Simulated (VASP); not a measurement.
# SiHg4Sb2 (R-3m) in VASP: single point with r2SCAN

Aim: the single point of SiHg4Sb2 with r2SCAN.

All numbers are computed with VASP 6.6.1; they aren't measurements. Logs are shortened: lines on timing, memory, paths and dates and some standing lists are left out, and cuts for length are marked.

## Step 1: The cell of the first run

Symmetry: R-3m, No. 166, trigonal system. The conventional cell has a = 4.056 Å, b = 4.056 Å, c = 39.247 Å, α = 90.00°, β = 90.00°, γ = 120.00°. Sb (site symmetry 3m) has 6 Hg at 2.99 to 3.04 Å within 3.9 Å. Within 3.8 Å of Hg (site symmetry 3m) lie 3 Hg at 2.85 Å and 3 Sb at 2.99 Å. Hg (site symmetry 3m) has 3 Sb at 3.04 Å and 3 Si at 3.04 Å and 6 Hg at 4.06 Å within 4.1 Å. Si (site symmetry -3m) has 6 Hg at 3.04 Å and 6 Si at 4.06 Å within 4.1 Å.

## Step 2: Single point, r2SCAN

POSCAR reads:

```
SiHg4Sb2
1.0
    4.0564970000      0.0000000000      0.0000000000
   -2.0282480000      3.5130300000      0.0000000000
   -2.0282480000      1.1710100000     13.0824380000
Sb Hg Si
2 4 1
Direct
    0.4320000000      0.5680000000      0.2960000000
    0.5680000000      0.4320000000      0.7040000000
    0.1460000000      0.8540000000      0.4380000000
    0.8540000000      0.1460000000      0.5620000000
    0.2840000000      0.7160000000      0.8520000000
    0.7160000000      0.2840000000      0.1480000000
    0.0000000000      0.0000000000      0.0000000000
```

INCAR.step1 reads:

```
PREC = Accurate ; ENCUT = 520
ISMEAR = -1 ; SIGMA = 0.1
LREAL = F ; LASPH = T
NELM = 100 ; NBANDS = 40
GGA = PE ; ALGO = Normal
EDIFF = 1E-4 ; LWAVE = T
LCHARG = F
```

INCAR.step2 reads:

```
PREC = Accurate ; ENCUT = 520
EDIFF = 1E-6 ; ISMEAR = -1
SIGMA = 0.1 ; LREAL = F
LASPH = T ; NELM = 100
ALGO = Normal ; ISIF = 2
LWAVE = F ; LCHARG = F
METAGGA = R2SCAN ; LMIXTAU = T
NBANDS = 40 ; ISTART = 1
```

KPOINTS reads:

```
Automatic mesh
0
Gamma
  8 8 8
```

Potentials or basis: VASP PAW PBE potentials, release 64 (Sb, Hg, Si).

Launch:

```sh
> cat potpaw_PBE.64/Sb/POTCAR potpaw_PBE.64/Hg/POTCAR potpaw_PBE.64/Si/POTCAR > POTCAR
> cp INCAR.step1 INCAR
> mpirun -np 1 vasp_std > vasp.out
> cp INCAR.step2 INCAR
> mpirun -np 1 vasp_std > vasp.out
```

OUTCAR:

```text
PREC = Accurate
   ENCUT = 520
   EDIFF = 1E-6
   ISMEAR = -1
   LREAL = F
   LASPH = T
   NELM = 100
   ISIF = 2
   METAGGA = R2SCAN
   ISTART = 1

 ion  position               nearest neighbor table
   1  0.432  0.568  0.296-   3 2.99   3 2.99   3 2.99   6 3.04   6 3.04   6 3.04
   2  0.568  0.432  0.704-   4 2.99   4 2.99   4 2.99   5 3.04   5 3.04   5 3.04
   3  0.146  0.854  0.438-   4 2.85   4 2.85   4 2.85   1 2.99   1 2.99   1 2.99
   4  0.854  0.146  0.562-   3 2.85   3 2.85   3 2.85   2 2.99   2 2.99   2 2.99
   5  0.284  0.716  0.852-   2 3.04   7 3.04   2 3.04   7 3.04   2 3.04   7 3.04
   6  0.716  0.284  0.148-   1 3.04   7 3.04   1 3.04   7 3.04   1 3.04   7 3.04
   7  0.000  0.000  0.000-   5 3.04   6 3.04   6 3.04   5 3.04   6 3.04   5 3.04

  LATTYP: Found a trigonal (rhomboedric) cell.
 ALAT       =    13.2904191696
 COS(alpha) =     0.9534204681

  Lattice vectors:

 A1 = (   0.0000000000,  -2.3420200000,  13.0824380000)
 A2 = (   2.0282490000,   1.1710100000,  13.0824380000)
 A3 = (  -2.0282480000,   1.1710100000,  13.0824380000)

Analysis of symmetry for initial positions (statically):
=====================================================================
 Subroutine PRICEL returns:
 Original cell was already a primitive cell.

 Routine SETGRP: Setting up the symmetry group for a
 trigonal (rhombohedral) supercell.

 Subroutine GETGRP returns: Found 12 space group operations
 (whereof 12 operations were pure point group operations)
 out of a pool of 12 trial point group operations.

The static configuration has the point symmetry D_3d.

Analysis of symmetry for dynamics (positions and initial velocities):
=====================================================================
 Subroutine PRICEL returns:
 Original cell was already a primitive cell.

 Routine SETGRP: Setting up the symmetry group for a
 trigonal (rhombohedral) supercell.

 Subroutine GETGRP returns: Found 12 space group operations
 (whereof 12 operations were pure point group operations)
 out of a pool of 12 trial point group operations.

The dynamic configuration has the point symmetry D_3d.

 Subroutine INISYM returns: Found 12 space group operations
 (whereof 12 operations are pure point group operations),
 and found     1 'primitive' translations

----------------------------------------------------------------------------------------

                                     Primitive cell

  volume of cell :     186.4325

  direct lattice vectors                    reciprocal lattice vectors
     4.056497000  0.000000000  0.000000000     0.246518116  0.142327244  0.025479444
    -2.028248000  3.513030000  0.000000000     0.000000000  0.284654557 -0.025479451
    -2.028248000  1.171010000 13.082438000     0.000000000  0.000000000  0.076438352

  length of vectors
     4.056497000  4.056497224 13.290419045     0.285792631  0.285792616  0.076438352

  position of ions in fractional coordinates (direct lattice)
     0.432000000  0.568000000  0.296000000
     0.568000000  0.432000000  0.704000000
     0.146000000  0.854000000  0.438000000
     0.854000000  0.146000000  0.562000000
     0.284000000  0.716000000  0.852000000
     0.716000000  0.284000000  0.148000000
     0.000000000  0.000000000  0.000000000

  ion indices of the primitive-cell ions
   primitive index   ion index
                 1           1
                 2           2
                 3           3
                 4           4
                 5           5
                 6           6
                 7           7

----------------------------------------------------------------------------------------

 KPOINTS: Automatic mesh

Automatic generation of k-mesh.
 Grid dimensions read from file:
 generate k-points for:    8    8    8

 Generating k-lattice:

  Cartesian coordinates                     Fractional coordinates (reciprocal lattice)
     0.030814765  0.017790905  0.003184931     0.125000000 -0.000000000 -0.000000000
     0.000000000  0.035581820 -0.003184931     0.000000000  0.125000000  0.000000000
     0.000000000  0.000000000  0.009554794     0.000000000  0.000000000  0.125000000

  Length of vectors
     0.035724079  0.035724077  0.009554794

  Shift w.r.t. Gamma in fractional coordinates (k-lattice)
     0.000000000  0.000000000  0.000000000

 Subroutine IBZKPT returns following result:
 ===========================================

 Found     65 irreducible k-points:

 Following reciprocal coordinates:
            Coordinates               Weight
  0.000000  0.000000  0.000000      1.000000
  0.125000  0.000000  0.000000      6.000000
  0.250000  0.000000  0.000000      6.000000
  0.375000 -0.000000  0.000000      6.000000
  0.500000  0.000000  0.000000      3.000000
  0.125000  0.125000  0.000000      6.000000
[... 16 lines left out ...]
  0.125000  0.000000  0.125000      6.000000
  0.250000  0.000000  0.125000      6.000000
 [... further k-points ...]
   k-points           NKPTS =     65   k-points in BZ     NKDIM =     65   number of bands    NBANDS=     40
   number of dos      NEDOS =    301   number of ions     NIONS =      7
   total plane-waves  NPLWV =  90000
   dimension x,y,z NGX =    30 NGY =   30 NGZ =  100
   dimension x,y,z NGXF=    60 NGYF=   60 NGZF=  200
   ions per type =               2   4   1
   NGX,Y,Z   is equivalent  to a cutoff of  12.29, 12.29, 12.51 a.u.
   NGXF,Y,Z  is equivalent  to a cutoff of  24.59, 24.59, 25.02 a.u.
 SYSTEM =  unknown system
   PREC   = accura    normal or accurate (medium, high low for compatibility)
   ISTART =      1    job   : 0-new  1-cont  2-samecut
   ICHARG =      0    charge: 1-file 2-atom 10-const
   ISPIN  =      1    spin polarized calculation?
   LNONCOLLINEAR =      F non collinear calculations
   LSORBIT =      F    spin-orbit coupling
   LASPH  =      T    aspherical Exc in radial PAW
   ENCUT  =  520.0 eV  38.22 Ry    6.18 a.u.   7.54  7.54 24.71*2*pi/ulx,y,z
   NELM   =    100;   NELMIN=  2; NELMDL=  0     # of ELM steps
   EDIFF  = 0.1E-05   stopping-criterion for ELM
   LREAL  =      F    real-space projection
   EDIFFG = 0.1E-04   stopping-criterion for IOM
   NSW    =      0    number of steps for IOM
   IBRION =     -1    ionic relax: 0-MD 1-quasi-New 2-CG
   NFREE  =      0    steps in history (QN), initial steepest desc. (CG)
   ISIF   =      2    stress and relaxation
   ISYM   =      2    0-nonsym 1-usesym 2-fastsym
   POTIM  = 0.5000    time-step for ionic-motion
   TEBEG  =    0.0;   TEEND  =   0.0 temperature during run
   PSTRESS=    0.0 pullay stress
   NELECT =      62.0000    total number of electrons
   NUPDOWN=      -1.0000    fix difference up-down
   EMIN   =  10.00;   EMAX   =-10.00  energy-range for DOS
   EFERMI =   0.00;   METHOD = LEGACY
   ISMEAR =    -1;   SIGMA  =   0.10  broadening in eV -4-tet -1-fermi 0-gaus
   EFERMI_NEDOS =   21; number of points for ismear=-14 and -15
   IALGO  =     38    algorithm
   IMIX   =      4    mixing-type and parameters
     AMIX     =   0.40;   BMIX     =  1.00
     AMIX_MAG =   1.60;   BMIX_MAG =  1.00
  volume/ion in A,a.u.               =      26.63       179.73
  Fermi-wavevector in a.u.,A,eV,Ry     =   1.134222  2.143369 17.503352  1.286460
  Thomas-Fermi vector in A             =   2.270926
   LORBIT       =      0    0 simple, 1 ext, 2 COOP (PROOUT), +10 PAW based schemes
   METAGGA = R2SCAN    functional components
   LHFCALC =     F    Hartree Fock is set to
   AEXX    =    0.0000 exact exchange contribution
   IVDW    =     0    specifies the selected vdW correction
   LEPSILON=     F    determine dielectric tensor
   LRPA    =     F    only Hartree local field effects (RPA)
 non-spin polarized calculation
  energy-cutoff  :      520.00
  volume of cell :      186.43
 maximum number of plane-waves:      5057
   NGX = 15   NGY = 15   NGZ = 49

 number of electron      62.0000000 magnetization

 Free energy of the ion-electron system (eV)
  ---------------------------------------------------
  ext. energy  EPLUGINS =         0.00000000
  ---------------------------------------------------
  free energy    TOTEN  =      -254.84864760 eV

  energy without entropy =     -254.71198441  energy(sigma->0) =     -254.78031601

 E-fermi :   3.9270     XC(G=0): -10.5560

 val. band max:        3.9214665474   @ k =   0.3750  -0.0000   0.1250
 cond. band min:       3.9307086676   @ k =   0.1250  -0.1250   0.3750
 fundamental gap:      0.0092421203
 Fermi energy:         3.9269618977

 k-point     1 :       0.0000    0.0000    0.0000
  band No.  band energies     occupation
      1      -7.4105      2.00000
      2      -7.0268      2.00000
      3      -5.1056      2.00000
      4      -4.5951      2.00000
      5      -4.5951      2.00000
      6      -4.2356      2.00000
[... 32 lines left out ...]
     39       9.7810      0.00000
     40      10.1693      0.00000

 k-point     2 :       0.1250    0.0000    0.0000
  band No.  band energies     occupation
      1      -7.2427      2.00000
      2      -6.9168      2.00000
      3      -4.9755      2.00000
      4      -4.5744      2.00000
      5      -4.5325      2.00000
      6      -4.1964      2.00000
[... 32 lines left out ...]
     39       9.4683      0.00000
     40       9.8019      0.00000

 k-point     3 :       0.2500    0.0000    0.0000
  band No.  band energies     occupation
      1      -6.7964      2.00000
      2      -6.6165      2.00000
      3      -4.7110      2.00000
      4      -4.5241      2.00000
      5      -4.3496      2.00000
      6      -4.2343      2.00000
[... 32 lines left out ...]
     39       8.6681      0.00000
     40      10.1341      0.00000

 k-point     4 :       0.3750   -0.0000    0.0000
  band No.  band energies     occupation
      1      -6.3254      2.00000
      2      -6.2111      2.00000
      3      -4.4797      2.00000
      4      -4.4750      2.00000
      5      -4.3173      2.00000
      6      -4.1187      2.00000
[... 32 lines left out ...]
     39       8.0045      0.00000
     40       9.6025      0.00000
[... 772 lines left out ...]
     39       9.7552      0.00000
     40      10.0580      0.00000

 k-point    23 :       0.1250    0.0000    0.1250
  band No.  band energies     occupation
      1      -7.2353      2.00000
      2      -6.9288      2.00000
      3      -4.9636      2.00000
      4      -4.5744      2.00000
      5      -4.5150      2.00000
      6      -4.1974      2.00000
[... 32 lines left out ...]
     39       9.6424      0.00000
     40       9.8692      0.00000

 k-point    24 :       0.2500    0.0000    0.1250
  band No.  band energies     occupation
      1      -6.7939      2.00000
      2      -6.6192      2.00000
      3      -4.7295      2.00000
      4      -4.5241      2.00000
      5      -4.3353      2.00000
      6      -4.2367      2.00000
[... 32 lines left out ...]
     39       8.7870      0.00000
     40      10.1100      0.00000

 [... further k-points ...]
[... 5 lines left out ...]
  --------------------------------------------------------------------------------------
  -------------------------------------------------------------------------------------
  Total       -1.9549734     -1.9549740     -3.5279864     -0.0000003      0.0000000     -0.0000001
  in kB      -16.8007914    -16.8007967    -30.3190632     -0.0000024      0.0000000     -0.0000008
  external PRESSURE =     -21.3068838 kB  Pullay stress =       0.0000000 kB

 VOLUME and BASIS-vectors are now :
 -----------------------------------------------------------------------------
  energy-cutoff  :      520.00
  volume of cell :      186.43
      direct lattice vectors                 reciprocal lattice vectors
     4.056497000  0.000000000  0.000000000     0.246518116  0.142327244  0.025479444
    -2.028248000  3.513030000  0.000000000     0.000000000  0.284654557 -0.025479451
    -2.028248000  1.171010000 13.082438000     0.000000000  0.000000000  0.076438352

 POSITION                                       TOTAL-FORCE (eV/Angst)
 -----------------------------------------------------------------------------------
      0.00000      2.34202      3.87240        -0.000000     -0.000000     -0.262497
      0.00000      2.34202      9.21004         0.000000      0.000000      0.262497
     -2.02825      3.51303      5.73011        -0.000000      0.000000     -0.565766
      2.02825      1.17101      7.35233         0.000000      0.000000      0.565766
     -2.02825      3.51303     11.14624         0.000000      0.000000      0.640283
      2.02825      1.17101      1.93620        -0.000000     -0.000000     -0.640283
      0.00000      0.00000      0.00000        -0.000000      0.000000      0.000000
 -----------------------------------------------------------------------------------
    total drift:                               -0.000000     -0.000000      0.000000

  FREE ENERGIE OF THE ION-ELECTRON SYSTEM (eV)
  ---------------------------------------------------
  free  energy   TOTEN  =      -254.8486475964 eV

  energy  without entropy=     -254.7119844147  energy(sigma->0) =     -254.78031601
```

It took 12 min on 1 thread of Intel Xeon 6975P-C (Granite Rapids), shared host; peak memory 0.6 GiB.

What came out:

```
Free energy            : -254.8486 eV
Pressure               : -2.1 GPa
Largest force          : 0.640 eV/Å
Band gap on the k mesh : zero (bands 31 and 32 overlap by 2.48 eV)
```

Forces in eV/Å, atoms in the order of the input:
```
Sb   0.000  0.000 -0.262
Sb   0.000  0.000  0.262
Hg   0.000  0.000 -0.566
Hg   0.000  0.000  0.566
Hg   0.000  0.000  0.640
Hg   0.000  0.000 -0.640
Si   0.000  0.000  0.000
```

Levels at points of the mesh, in eV from the Fermi level:
```tsv
k point	band 29	band 30	band 31	band 32	band 33	band 34
(0.00, 0.00, 0.00)	1.26	1.33	1.33	2.18	2.18	3.00
(0.50, 0.00, 0.00)	-1.07	-0.69	-0.57	-0.32	0.10	0.22
(0.50, 0.50, 0.00)	-1.93	-1.63	-0.78	0.12	0.87	1.02
(0.00, 0.00, 0.50)	1.18	1.18	1.43	1.43	2.15	2.15
```

Caveat: the PAW data sets were made with another functional, which shifts forces and pressure a little; spin-orbit coupling is left out, which moves the levels of the heavy elements.
